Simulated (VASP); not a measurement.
Here is a VASP 6.6.1 calculation.

The input POSCAR:

```
TiSi
1.0
    1.8161780000     -2.1176240000      0.0000000000
    1.8161780000      2.1176240000      0.0000000000
    0.0000000000      0.0000000000      3.8039340000
Ti Si
1 1
Direct
    0.5000000000      0.5000000000      0.0000000000
    0.0000000000      0.0000000000      0.5000000000
```

The input INCAR.step1:

```
PREC     = Accurate       # precision mode
ENCUT    = 520            # plane-wave cutoff, eV
ISMEAR   = -1             # smearing method
SIGMA    = 0.05           # smearing width, eV
LREAL    = False          # projectors in reciprocal space
LASPH    = True           # aspherical terms in the spheres
NELM     = 150            # most SCF steps
ISPIN    = 2              # spin polarisation
MAGMOM   = 0.6 0          # initial moments
NUPDOWN  = 0.6            # fixed moment
LMAXMIX  = 4              # l up to which the mixer works
NBANDS   = 19             # bands
GGA      = PE             # functional
ALGO     = Normal         # electronic algorithm
EDIFF    = 1E-4           # SCF threshold, eV
LWAVE    = True           # write WAVECAR
LCHARG   = False          # write CHGCAR
```

Contents of INCAR.step2:

```
PREC     = Accurate       # precision mode
ENCUT    = 520            # plane-wave cutoff, eV
EDIFF    = 1E-6           # SCF threshold, eV
ISMEAR   = -1             # smearing method
SIGMA    = 0.05           # smearing width, eV
LREAL    = False          # projectors in reciprocal space
LASPH    = True           # aspherical terms in the spheres
NELM     = 150            # most SCF steps
ALGO     = Normal         # electronic algorithm
ISIF     = 2              # what is computed and relaxed
LWAVE    = False          # write WAVECAR
LCHARG   = False          # write CHGCAR
ISPIN    = 2              # spin polarisation
MAGMOM   = 0.6 0          # initial moments
LORBIT   = 11             # projections on sites
NUPDOWN  = 0.6            # fixed moment
LMAXMIX  = 4              # l up to which the mixer works
METAGGA  = R2SCAN         # meta-GGA
LMIXTAU  = True         
NBANDS   = 19             # bands
ISTART   = 1
```

File KPOINTS:

```
regular mesh
0
Gamma
  14 14 10
```

Potentials or basis: VASP PAW PBE potentials, release 64 (Ti_sv, Si).

Run with:

```bash
$ cat potpaw_PBE.64/Ti_sv/POTCAR potpaw_PBE.64/Si/POTCAR > POTCAR
$ cp INCAR.step1 INCAR
$ mpirun -np 1 vasp_std > vasp.out
$ cp INCAR.step2 INCAR
$ mpirun -np 1 vasp_std > vasp.out
```

Question: What does it give for the pressure?

Answer: -0.6 GPa.

Stress tensor (GPa, compression positive):
```
-0.33  0.00  0.00
 0.00 -0.33  0.00
 0.00  0.00 -1.23
```

Caveat: the PAW data sets were made with another functional, which shifts forces and pressure a little; the total moment is fixed, so each spin has its own Fermi level and the state may be an excited one.
